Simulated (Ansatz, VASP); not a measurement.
**NiO in VASP and in Ansatz**

```
Ni O
1.0
     0.00000    2.09131    2.09131
     2.09131    0.00000    2.09131
     2.09131    2.09131    0.00000
Ni O
1 1
Direct
  0.00000 0.00000 0.00000
  0.50000 0.50000 0.50000
```

Alike in both runs: task single point; functional PBEsol; k mesh 6 × 6 × 6; occupations gaussian, width 0.05 eV; collinear spin; Hubbard terms Ni d U = 7.2 eV.

```csv
,VASP,Ansatz
version,VASP 6.6.1,Ansatz 0.2.0
potentials or method,"VASP PAW PBE potentials, release 64 (Ni_sv_GW, O), cutoff 700 eV","scalar-relativistic, plane waves, PAW"
valence electrons in the cell,24,24
```

Ansatz gave:

| Item | Value |
| --- | --- |
| gap on the k mesh at the Fermi level (eV) | 2.23 |
| least direct gap on the mesh (eV) | 3.16 |
| pressure (GPa) | 3.6 |
| net moment per atom (μB) | 1.00 |
| size of the moment on the site where the two differ most (μB) | 1.73 |

Task: Estimate VASP's values.

Result: gap on the k mesh at the Fermi level (eV): 2.32; least direct gap on the mesh (eV): 3.64; pressure (GPa): 0.6; net moment per atom (μB): 1.00; size of the moment on the site where the two differ most (μB): 1.80.

VASP's potentials were made for PBE, not for PBEsol. Site moments also hang on the region over which each program counts them. The programs project onto different local orbitals, so the same U acts differently, and such runs can settle in different states.

The k mesh is coarse, so the values compare programs but aren't converged.
